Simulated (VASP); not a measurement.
Write the native input for VASP 6.6.1 that does the following.

| Property | Result |
| --- | --- |
| Task | single point |
| Functional | PBE |
| Potentials or basis | VASP PAW PBE potentials, release 64 (Li_sv) |
| Cutoff | 520 eV |
| k mesh | 10 × 10 × 12 |
| Occupations | gaussian, width 0.1 eV |
| Spin | no spin polarisation |
| Dipole correction | no |
| Further INCAR settings | ALGO = Normal; EDIFF = 1e-07; NBANDS = 10; ISYM = 0 |

The structure of Li lies in POSCAR:

```
Li
1.0
    3.4316152023      0.0000000000      0.0000000000
    0.0000000000      3.4316152023      0.0000000000
    0.0000000000      0.0000000000      3.4316152023
Li
2
Direct
    0.0000000000      0.0000000000      0.0000000000
    0.5000000000      0.5000000000      0.5000000000
```

The input as run:

INCAR

```
SYSTEM = Li
ALGO = Normal
EDIFF = 1E-7
ENCUT = 520
GGA = PE
ISIF = 2
ISMEAR = 0
ISYM = 0
LASPH = .True.
LCHARG = .False.
LREAL = .False.
LWAVE = .False.
NBANDS = 10
NELM = 100
PREC = Accurate
SIGMA = 0.1
```

KPOINTS

```
k-points
0
Gamma
  10 10 12
  0 0 0
```

Potentials or basis: VASP PAW PBE potentials, release 64 (Li_sv).

Launch:

```console
$ cat potpaw_PBE.64/Li_sv/POTCAR > POTCAR
$ mpirun -np 1 vasp_std > vasp.out
```

It gave:

| Quantity | Value |
| --- | --- |
| Band gap on the k mesh | zero (band 3 reaches 4.02 eV, above the bottom of band 4 at -0.51 eV) |

Run time: 62 s on 1 thread of Intel(R) Xeon(R) 6975P-C (Granite Rapids) (shared host), peak memory 0.29 GiB.
